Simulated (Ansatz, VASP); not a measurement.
**NaCl in VASP and in Ansatz**

INCAR

```
PREC = Accurate
ENCUT = 520
EDIFF = 1E-6
ISMEAR = -1
SIGMA = 0.02
LREAL = False
LASPH = True
NELM = 80
ALGO = Normal
ISIF = 2
LWAVE = False
LCHARG = False
GGA = PE
NBANDS = 14
```

File KPOINTS:

```
regular mesh
0
Gamma
  8 8 8
```

POSCAR

```
NaCl
1.0
    2.8600000000      0.0000000000      0.0000000000
    0.0000000000      2.8600000000      0.0000000000
    0.0000000000      0.0000000000      2.7742000000
Na Cl
1 1
Direct
    0.0000000000      0.0000000000      0.0000000000
    0.5000000000      0.5000000000      0.5000000000
```

Input for Ansatz:

```yaml
crystal:
  lattice:
    - [2.86, 0.0, 0.0]
    - [0.0, 2.86, 0.0]
    - [0.0, 0.0, 2.7742]
  atoms:
    - { symbol: Na, position: [0.0, 0.0, 0.0] }
    - { symbol: Cl, position: [0.5, 0.5, 0.5] }
kpoints:
  mp_grid: { grid: [8, 8, 8] }
  band_path:
    path:
      - [0.0, 0.0, 0.0]
      - [0.0, 0.5, 0.0]
      - [0.5, 0.5, 0.0]
      - [0.0, 0.0, 0.0]
      - [0.0, 0.0, 0.5]
      - [0.0, 0.5, 0.5]
      - [0.5, 0.5, 0.5]
      - [0.0, 0.0, 0.5]
      - [0.0, 0.5, 0.0]
    npoints: 5
scf:
  occupations: { method: fermi_dirac, width: 0.02 }
hamiltonian:
  xc: pbe
  pseudopotentials: { kind: all_electron, lapw: { basis_error: 0.00025 } }
output:
  forces: true
  stress: true
  eigenvalues: true
```

Change from the starting cell: zz strain of -3 %.

Alike in both runs: task single point; functional PBE; k mesh 8 × 8 × 8; occupations fermi-dirac, width 0.02 eV; no spin polarisation.

|  | VASP | Ansatz |
| --- | --- | --- |
| version | VASP 6.6.1 | Ansatz 0.2.0 |
| potentials or method | VASP PAW PBE potentials, release 64 (Na_pv, Cl), cutoff 520 eV | all-electron LAPW, scalar-relativistic |

|  | VASP | Ansatz | Ansatz less VASP |
| --- | --- | --- | --- |
| gap on the k mesh at the Fermi level (eV) | 4.00 | 3.95 | -0.048 |
| pressure (GPa) | 73.4 | 73.2 | -0.28 |
| traceless stress, the component that is largest in VASP (GPa) | 5.79 | 5.83 | +0.035 |

Both programs put the cell under a high pressure, so it lies far from rest at this level. Ansatz ran all-electron here, and VASP with PAW potentials.

Noted on VASP's run: the cell as given lies far from equilibrium.
